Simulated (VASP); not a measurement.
A run of VASP 6.6.1 is set up as follows.

The input INCAR:

```
SYSTEM = Rb
ALGO     = Fast           ! electronic algorithm
EDIFF    = 1E-6           ! SCF threshold, eV
ENCUT    = 520            ! plane-wave cutoff, eV
GGA      = PE             ! functional
ISIF     = 2              ! what is computed and relaxed
ISMEAR   = 0              ! smearing method
LASPH    = .True.         ! aspherical terms in the spheres
LCHARG   = .False.        ! write CHGCAR
LREAL    = .False.        ! projectors in reciprocal space
LWAVE    = .False.        ! write WAVECAR
NBANDS   = 16             ! bands
NELM     = 100            ! most SCF steps
PREC     = Accurate       ! precision mode
SIGMA    = 0.1            ! smearing width, eV
```

File KPOINTS:

```
k-points
0
Gamma
  10 10 10
  0 0 0
```

File POSCAR:

```
Rb
1.0
    5.8973835205      0.0000000000      0.0000000000
    0.0000000000      5.8973835205      0.0000000000
    0.0000000000      0.0000000000      5.3368902181
Rb
2
Direct
    0.0000000000      0.0000000000      0.0000000000
    0.5000000000      0.5000000000      0.5000000000
```

Potentials or basis: VASP PAW PBE potentials, release 64 (Rb_sv).

Launch:

```console
$ cat potpaw_PBE.64/Rb_sv/POTCAR > POTCAR
$ mpirun -np 1 vasp_std > vasp.out
```

Problem. Predict the pressure.

Solution. 0.0 GPa.

Problem. Estimate the band gap on the k mesh.

Solution. Zero (bands 9 and 10 overlap by 1.95 eV).

Caveat: the cell differs from its parent crystal (biaxial strain in the a-b plane: +4.0 %, then relaxed in part).
